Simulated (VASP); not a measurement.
Wanted: the native input for a VASP 6.6.1 run.

```yaml
Task: single point
Functional: PBEsol
Potentials_or_basis: VASP PAW PBE potentials, release 64 (F_h)
Cutoff: 1350 eV
k_mesh: 1 × 1 × 1
Occupations: fermi-dirac, width 0.01 eV
Spin: no spin polarisation
Dipole_correction: no
Further_INCAR_settings: ALGO = Normal; EDIFF = 1e-06; NBANDS = 14
```

The structure of F2 lies in POSCAR:

```
F
1.0
    9.0000000000      0.0000000000      0.0000000000
    0.0000000000      9.2000000000      0.0000000000
    0.0000000000      0.0000000000     10.4000000000
F
2
Direct
    0.5000000000      0.5000000000      0.4327798393
    0.5000000000      0.5000000000      0.5672201607
```

The input as run:

INCAR

```
SYSTEM = F
PREC = Accurate
ENCUT = 1350
EDIFF = 1E-6
ISMEAR = -1
SIGMA = 0.01
LREAL = .FALSE.
LASPH = .TRUE.
NELM = 120
ALGO = Normal
ISIF = 2
LWAVE = .FALSE.
LCHARG = .TRUE.
GGA = PS
LELF = .TRUE.
LVHAR = .TRUE.
NBANDS = 14
GGA_COMPAT = .FALSE.
```

KPOINTS

```
Automatic mesh
0
G
  1 1 1
  0 0 0
```

Potentials or basis: VASP PAW PBE potentials, release 64 (F_h).

Command:

```sh
$ cat potpaw_PBE.64/F_h/POTCAR > POTCAR
$ mpirun -np 1 vasp_gam > vasp.out
```

Results of the run:

```
Largest force : 0.016 eV/Å
```

Caveat: the PAW data sets were made with another functional, which shifts forces and pressure a little.

Run time: 2.7 min on 1 thread of Intel(R) Xeon(R) 6975P-C (Granite Rapids), on a shared host, peak memory 1.9 GiB.
